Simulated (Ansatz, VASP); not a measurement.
Ba2Tl5V3O12 in VASP and in Ansatz

The input INCAR:

```
PREC = Accurate ; ENCUT = 600
EDIFF = 1E-6 ; ISMEAR = 0
SIGMA = 0.1 ; LREAL = F
LASPH = T ; NELM = 200
ALGO = Normal ; ISIF = 2
LWAVE = F ; LCHARG = F
ISPIN = 2 ; MAGMOM = 0 0 2 2 2 0 0 0 0 0 0 0 0 0 0 0 0 0 0 0 0 0
LORBIT = 11 ; LMAXMIX = 4
GGA = PE ; NBANDS = 119
GGA_COMPAT = F ; KPAR = 4
```

File KPOINTS:

```
regular mesh
0
Gamma
  3 3 4
```

File POSCAR:

```
Ba2Tl5V3O12
1.0
    8.1542137957      0.0000000000      0.0000000000
   -4.0771068978      7.0617562949      0.0000000000
    0.0000000000      0.0000000000      6.9212780000
Ba V Tl O
2 3 5 12
Direct
    0.0000000000      0.0000000000      0.2355200000
    0.0000000000      0.0000000000      0.7644800000
    0.5000000000      0.0000000000      0.0000000000
    0.0000000000      0.5000000000      0.0000000000
    0.5000000000      0.5000000000      0.0000000000
    0.5000000000      0.0000000000      0.5000000000
    0.0000000000      0.5000000000      0.5000000000
    0.5000000000      0.5000000000      0.5000000000
    0.3333333333      0.6666666667      0.2248920000
    0.6666666667      0.3333333333      0.7751080000
    0.3388990000      0.3433360000      0.8144420000
    0.6566640000      0.9955630000      0.8144420000
    0.0044370000      0.6611010000      0.8144420000
    0.3433360000      0.3388990000      0.1855580000
    0.9955630000      0.6566640000      0.1855580000
    0.6611010000      0.0044370000      0.1855580000
    0.6611010000      0.6566640000      0.1855580000
    0.3433360000      0.0044370000      0.1855580000
    0.9955630000      0.3388990000      0.1855580000
    0.6566640000      0.6611010000      0.8144420000
    0.0044370000      0.3433360000      0.8144420000
    0.3388990000      0.9955630000      0.8144420000
```

Input for Ansatz:

```yaml
crystal:
  lattice:
    - [8.1542137957, 0.0, 0.0]
    - [-4.0771068978, 7.0617562949, 0.0]
    - [0.0, 0.0, 6.921278]
  atoms:
    - { symbol: Ba, position: [0.0, 0.0, 0.23552] }
    - { symbol: Ba, position: [0.0, 0.0, 0.76448] }
    - { symbol: V, position: [0.5, 0.0, 0.0], spin: 2.0 }
    - { symbol: V, position: [0.0, 0.5, 0.0], spin: 2.0 }
    - { symbol: V, position: [0.5, 0.5, 0.0], spin: 2.0 }
    - { symbol: Tl, position: [0.5, 0.0, 0.5] }
    - { symbol: Tl, position: [0.0, 0.5, 0.5] }
    - { symbol: Tl, position: [0.5, 0.5, 0.5] }
    - { symbol: Tl, position: [0.3333333333, 0.6666666667, 0.224892] }
    - { symbol: Tl, position: [0.6666666667, 0.3333333333, 0.775108] }
    - { symbol: O, position: [0.338899, 0.343336, 0.814442] }
    - { symbol: O, position: [0.656664, 0.995563, 0.814442] }
    - { symbol: O, position: [0.004437, 0.661101, 0.814442] }
    - { symbol: O, position: [0.343336, 0.338899, 0.185558] }
    - { symbol: O, position: [0.995563, 0.656664, 0.185558] }
    - { symbol: O, position: [0.661101, 0.004437, 0.185558] }
    - { symbol: O, position: [0.661101, 0.656664, 0.185558] }
    - { symbol: O, position: [0.343336, 0.004437, 0.185558] }
    - { symbol: O, position: [0.995563, 0.338899, 0.185558] }
    - { symbol: O, position: [0.656664, 0.661101, 0.814442] }
    - { symbol: O, position: [0.004437, 0.343336, 0.814442] }
    - { symbol: O, position: [0.338899, 0.995563, 0.814442] }
basis:
  ecutwfc: 420
kpoints:
  mp_grid: { grid: [3, 3, 4] }
hamiltonian:
  xc: pbe
scf:
  occupations: { method: gaussian, width: 0.1 }
  lower_state_search: "off"
output:
  forces: true
  stress: true
  eigenvalues: true
  populations: true
magnetization:
  spin_polarized: true
```

Alike in both runs: task single point; functional PBE; k mesh 3 × 3 × 4; occupations gaussian, width 0.1 eV; collinear spin.

|  | VASP | Ansatz |
| --- | --- | --- |
| version | VASP 6.6.1 | Ansatz 0.2.0 |
| potentials or method | VASP PAW PBE potentials, release 64 (Ba_sv, V_sv, Tl_d, O), cutoff 600 eV | scalar-relativistic, plane waves, PAW |
| valence electrons in the cell | 196 | 196 |

```tsv
	VASP	Ansatz	Ansatz less VASP
gap on the k mesh at the Fermi level (eV)	none	none	-
pressure (GPa)	0.7	0.2	-0.48
traceless stress, the component that is largest in VASP (GPa)	0.58	0.62	+0.038
rms of the force components (eV/Å)	0.026	0.029	+0.0025
net moment per atom (μB)	0.00	0.00	0.000
```

Atom by atom the forces differ by 0.031 eV/Å (rms over components). A gap of «none» marks a metal or a gap that the smearing closes. Ansatz's warnings: seeded moment not kept.

Spin-orbit coupling is off throughout.
